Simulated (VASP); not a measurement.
# ZrS2 (m.Ae) in VASP: single point with PBE

Aim: the single point of ZrS2 (m.Ae) with PBE.

Everything below comes from runs of VASP 6.6.1. Logs are shortened: lines on timing, memory, paths and dates and some standing lists are left out, and cuts for length are marked.

### Step 1. The cell of the first run

The cell holds a sheet with vacuum, 3 atoms: a = 3.648 Å, b = 3.648 Å, c = 18.918 Å, α = 90.00°, β = 90.00°, γ = 120.00°.

### Step 2. Single point, PBE

The input, INCAR:

```
ALGO = Normal
DIPOL = 0.5 0.5 0.500
EDIFF = 1E-6
ENCUT = 400
GGA = PE
GGA_COMPAT = False
IDIPOL = 3
ISIF = 2
ISMEAR = 0
LASPH = True
LCHARG = False
LDIPOL = True
LREAL = False
LWAVE = False
NBANDS = 19
NELM = 120
NELMDL = -8
PREC = Accurate
SIGMA = 0.03
```

The input, KPOINTS:

```
k-points
0
Gamma
  12 12 1
```

The input, POSCAR:

```
ZrS2
1.0
    3.6484461638      0.0000000000      0.0000000000
   -1.8242230819      3.1596470622      0.0000000000
    0.0000000000      0.0000000000     18.9176998639
S Zr
2 1
Direct
    0.3333333333      0.6666666667      0.4228843917
    0.6666666667      0.3333333333      0.5771156083
    0.0000000000      0.0000000000      0.5000000000
```

Potentials or basis: VASP PAW PBE potentials, release 64 (S, Zr_sv).

Launch:

```bash
cat potpaw_PBE.64/S/POTCAR potpaw_PBE.64/Zr_sv/POTCAR > POTCAR
mpirun -np 1 vasp_std > vasp.out
```

OUTCAR:

```text
EDIFF = 1E-6
   ENCUT = 400
   GGA = PE
   ISIF = 2
   ISMEAR = 0
   LASPH = True
   LREAL = False
   NELM = 120
   NELMDL = -8
   PREC = Accurate

 ion  position               nearest neighbor table
   1  0.333  0.667  0.423-   3 2.56   3 2.56   3 2.56
   2  0.667  0.333  0.577-   3 2.56   3 2.56   3 2.56
   3  0.000  0.000  0.500-   1 2.56   2 2.56   2 2.56   1 2.56   2 2.56   1 2.56

  LATTYP: Found a hexagonal cell.
 ALAT       =     3.6484461638
 C/A-ratio  =     5.1851388275

  Lattice vectors:

 A1 = (   3.6484461638,   0.0000000000,   0.0000000000)
 A2 = (  -1.8242230819,   3.1596470622,   0.0000000000)
 A3 = (   0.0000000000,   0.0000000000,  18.9176998639)

Analysis of symmetry for initial positions (statically):
=====================================================================
 Subroutine PRICEL returns:
 Original cell was already a primitive cell.

 Routine SETGRP: Setting up the symmetry group for a
 hexagonal supercell.

 Subroutine GETGRP returns: Found 12 space group operations
 (whereof 12 operations were pure point group operations)
 out of a pool of 24 trial point group operations.

The static configuration has the point symmetry D_3d.

Analysis of symmetry for dynamics (positions and initial velocities):
=====================================================================
 Subroutine PRICEL returns:
 Original cell was already a primitive cell.

 Routine SETGRP: Setting up the symmetry group for a
 hexagonal supercell.

 Subroutine GETGRP returns: Found 12 space group operations
 (whereof 12 operations were pure point group operations)
 out of a pool of 24 trial point group operations.

The dynamic configuration has the point symmetry D_3d.

 Subroutine INISYM returns: Found 12 space group operations
 (whereof 12 operations are pure point group operations),
 and found     1 'primitive' translations

----------------------------------------------------------------------------------------

                                     Primitive cell

  volume of cell :     218.0795

  direct lattice vectors                    reciprocal lattice vectors
     3.648446164  0.000000000  0.000000000     0.274089285  0.158245522  0.000000000
    -1.824223082  3.159647062  0.000000000     0.000000000  0.316491045  0.000000000
     0.000000000  0.000000000 18.917699864     0.000000000  0.000000000  0.052860549

  length of vectors
     3.648446164  3.648446164 18.917699864     0.316491045  0.316491045  0.052860549

  position of ions in fractional coordinates (direct lattice)
     0.333333333  0.666666667  0.422884392
     0.666666667  0.333333333  0.577115608
     0.000000000  0.000000000  0.500000000

  ion indices of the primitive-cell ions
   primitive index   ion index
                 1           1
                 2           2
                 3           3

----------------------------------------------------------------------------------------

 KPOINTS: k-points

Automatic generation of k-mesh.
 Grid dimensions read from file:
 generate k-points for:   12   12    1

 Generating k-lattice:

  Cartesian coordinates                     Fractional coordinates (reciprocal lattice)
     0.022840774  0.013187127  0.000000000     0.083333333  0.000000000  0.000000000
     0.000000000  0.026374254  0.000000000     0.000000000  0.083333333  0.000000000
     0.000000000  0.000000000  0.052860549     0.000000000  0.000000000  1.000000000

  Length of vectors
     0.026374254  0.026374254  0.052860549

  Shift w.r.t. Gamma in fractional coordinates (k-lattice)
     0.000000000  0.000000000  0.000000000

 Subroutine IBZKPT returns following result:
 ===========================================

 Found     19 irreducible k-points:

 Following reciprocal coordinates:
            Coordinates               Weight
  0.000000  0.000000  0.000000      1.000000
  0.083333 -0.000000  0.000000      6.000000
  0.166667  0.000000  0.000000      6.000000
  0.250000  0.000000  0.000000      6.000000
  0.333333  0.000000  0.000000      6.000000
  0.416667  0.000000  0.000000      6.000000
[... 11 lines left out ...]
  0.333333  0.250000  0.000000     12.000000
  0.333333  0.333333  0.000000      2.000000
   k-points           NKPTS =     19   k-points in BZ     NKDIM =     19   number of bands    NBANDS=     19
   number of dos      NEDOS =    301   number of ions     NIONS =      3
   total plane-waves  NPLWV =  72576
   dimension x,y,z NGX =    24 NGY =   24 NGZ =  126
   dimension x,y,z NGXF=    48 NGYF=   48 NGZF=  252
   ions per type =               2   1
   NGX,Y,Z   is equivalent  to a cutoff of  10.94, 10.94, 11.07 a.u.
   NGXF,Y,Z  is equivalent  to a cutoff of  21.87, 21.87, 22.15 a.u.
 SYSTEM =  unknown system
   PREC   = accura    normal or accurate (medium, high low for compatibility)
   ISTART =      0    job   : 0-new  1-cont  2-samecut
   ICHARG =      2    charge: 1-file 2-atom 10-const
   ISPIN  =      1    spin polarized calculation?
   LNONCOLLINEAR =      F non collinear calculations
   LSORBIT =      F    spin-orbit coupling
   LASPH  =      T    aspherical Exc in radial PAW
   ENCUT  =  400.0 eV  29.40 Ry    5.42 a.u.   5.95  5.95 30.85*2*pi/ulx,y,z
   NELM   =    120;   NELMIN=  2; NELMDL= -8     # of ELM steps
   EDIFF  = 0.1E-05   stopping-criterion for ELM
   LREAL  =      F    real-space projection
   EDIFFG = 0.1E-04   stopping-criterion for IOM
   NSW    =      0    number of steps for IOM
   IBRION =     -1    ionic relax: 0-MD 1-quasi-New 2-CG
   NFREE  =      0    steps in history (QN), initial steepest desc. (CG)
   ISIF   =      2    stress and relaxation
   ISYM   =      2    0-nonsym 1-usesym 2-fastsym
   POTIM  = 0.5000    time-step for ionic-motion
   TEBEG  =    0.0;   TEEND  =   0.0 temperature during run
   PSTRESS=    0.0 pullay stress
   NELECT =      24.0000    total number of electrons
   NUPDOWN=      -1.0000    fix difference up-down
   EMIN   =  10.00;   EMAX   =-10.00  energy-range for DOS
   EFERMI =   0.00;   METHOD = LEGACY
   ISMEAR =     0;   SIGMA  =   0.03  broadening in eV -4-tet -1-fermi 0-gaus
   EFERMI_NEDOS =   21; number of points for ismear=-14 and -15
   IALGO  =     38    algorithm
   IMIX   =      4    mixing-type and parameters
     AMIX     =   0.40;   BMIX     =  1.00
     AMIX_MAG =   1.60;   BMIX_MAG =  1.00
  volume/ion in A,a.u.               =      72.69       490.56
  Fermi-wavevector in a.u.,A,eV,Ry     =   0.784525  1.482538  8.374113  0.615480
  Thomas-Fermi vector in A             =   1.888676
   LORBIT       =      0    0 simple, 1 ext, 2 COOP (PROOUT), +10 PAW based schemes
   GGA     = PE    functional components
   LHFCALC =     F    Hartree Fock is set to
   AEXX    =    0.0000 exact exchange contribution
   IVDW    =     0    specifies the selected vdW correction
   LEPSILON=     F    determine dielectric tensor
   LRPA    =     F    only Hartree local field effects (RPA)
 non-spin polarized calculation
 Gauss-broadening in eV      SIGMA  =   0.03
  energy-cutoff  :      400.00
  volume of cell :      218.08
 maximum number of plane-waves:      3999
 NGX is ok and might be reduce to    24
   NGX = 11   NGY = 11   NGZ = 61

 number of electron      24.0000003 magnetization

 dipolmoment           0.000000      0.000000     -0.000000 electrons x Angstroem

 Free energy of the ion-electron system (eV)
  ---------------------------------------------------
  ext. energy  EPLUGINS =         0.00000000
  ---------------------------------------------------
  free energy    TOTEN  =       -21.42640121 eV

  energy without entropy =      -21.42640121  energy(sigma->0) =      -21.42640121

 E-fermi :  -2.8383     XC(G=0):  -3.4828

 val. band max:       -2.9846413881   @ k =   0.0000   0.0000   0.0000
 cond. band min:      -1.8835420617   @ k =   0.5000   0.0000   0.0000
 fundamental gap:      1.1010993264
 Fermi energy:        -2.8382512691

 k-point     1 :       0.0000    0.0000    0.0000
  band No.  band energies     occupation
      1     -51.8414      2.00000
      2     -29.9090      2.00000
      3     -29.7494      2.00000
      4     -29.7494      2.00000
      5     -15.4216      2.00000
      6     -14.2737      2.00000
[... 11 lines left out ...]
     18       2.5475      0.00000
     19       3.0572      0.00000

 k-point     2 :       0.0833   -0.0000    0.0000
  band No.  band energies     occupation
      1     -51.8400      2.00000
      2     -29.9049      2.00000
      3     -29.7683      2.00000
      4     -29.7534      2.00000
      5     -15.3495      2.00000
      6     -14.2838      2.00000
[... 11 lines left out ...]
     18       2.7497      0.00000
     19       3.2117      0.00000

 k-point     3 :       0.1667    0.0000    0.0000
  band No.  band energies     occupation
      1     -51.8363      2.00000
      2     -29.8939      2.00000
      3     -29.8193      2.00000
      4     -29.7644      2.00000
      5     -15.1493      2.00000
      6     -14.3095      2.00000
[... 11 lines left out ...]
     18       3.2219      0.00000
     19       3.5918      0.00000

 k-point     4 :       0.2500    0.0000    0.0000
  band No.  band energies     occupation
      1     -51.8313      2.00000
      2     -29.8910      2.00000
      3     -29.8759      2.00000
      4     -29.7794      2.00000
      5     -14.8739      2.00000
      6     -14.3319      2.00000
[... 297 lines left out ...]
     18       5.0866      0.00000
     19       5.1727      0.00000

 k-point    18 :       0.3333    0.2500    0.0000
  band No.  band energies     occupation
      1     -51.8192      2.00000
      2     -29.9724      2.00000
      3     -29.8923      2.00000
      4     -29.8420      2.00000
      5     -14.3407      2.00000
      6     -14.1855      2.00000
[... 11 lines left out ...]
     18       5.2149      0.00000
     19       5.4975      0.00000

 k-point    19 :       0.3333    0.3333    0.0000
  band No.  band energies     occupation
      1     -51.8185      2.00000
      2     -29.9379      2.00000
      3     -29.9379      2.00000
      4     -29.8401      2.00000
      5     -14.2434      2.00000
      6     -14.2434      2.00000
[... 11 lines left out ...]
     18       5.6279      0.00000
     19       6.1105      0.00000

------------------------ aborting loop because EDIFF is reached ----------------------------------------

 vacuum level on the upper side and lower side of the slab       (xc-potential included)        -0.131        -0.131

  FORCE on cell =-STRESS in cart. coord.  units (eV):
  Direction    XX          YY          ZZ          XY          YZ          ZX
  --------------------------------------------------------------------------------------
  -------------------------------------------------------------------------------------
  Total        0.7625918      0.7625918      0.1988994      0.0000000      0.0000000     -0.0000000
  in kB        5.6025772      5.6025772      1.4612658      0.0000000      0.0000000     -0.0000000
  external PRESSURE =       4.2221401 kB  Pullay stress =       0.0000000 kB

 VOLUME and BASIS-vectors are now :
 -----------------------------------------------------------------------------
  energy-cutoff  :      400.00
  volume of cell :      218.08
      direct lattice vectors                 reciprocal lattice vectors
     3.648446164  0.000000000  0.000000000     0.274089285  0.158245522  0.000000000
    -1.824223082  3.159647062  0.000000000     0.000000000  0.316491045  0.000000000
     0.000000000  0.000000000 18.917699864     0.000000000  0.000000000  0.052860549

 POSITION                                       TOTAL-FORCE (eV/Angst)
 -----------------------------------------------------------------------------------
     -0.00000      2.10643      8.00000         0.000000      0.000000     -0.083305
      1.82422      1.05322     10.91770        -0.000000     -0.000000      0.083305
      0.00000      0.00000      9.45885         0.000000      0.000000     -0.000000
 -----------------------------------------------------------------------------------
    total drift:                               -0.000000     -0.000000      0.000000

  FREE ENERGIE OF THE ION-ELECTRON SYSTEM (eV)
  ---------------------------------------------------
  free  energy   TOTEN  =       -21.4264012093 eV

  energy  without entropy=      -21.4264012093  energy(sigma->0) =      -21.42640121

 vacuum level on the upper side and lower side of the slab         3.330         3.330
```

Run time: 3.3 min. Hardware: 1 thread of AMD EPYC 7R13, shared host; peak memory 0.24 GiB.

What came out:

```yaml
Free_energy: -21.4264 eV
Largest_force: 0.083 eV/Å
Band_gap_on_the_k_mesh: 1.10 eV, indirect (least direct gap 1.69 eV)
```

Forces in eV/Å, atoms in the order of the input:
```
S    0.000  0.000 -0.083
S    0.000  0.000  0.083
Zr   0.000  0.000  0.000
```
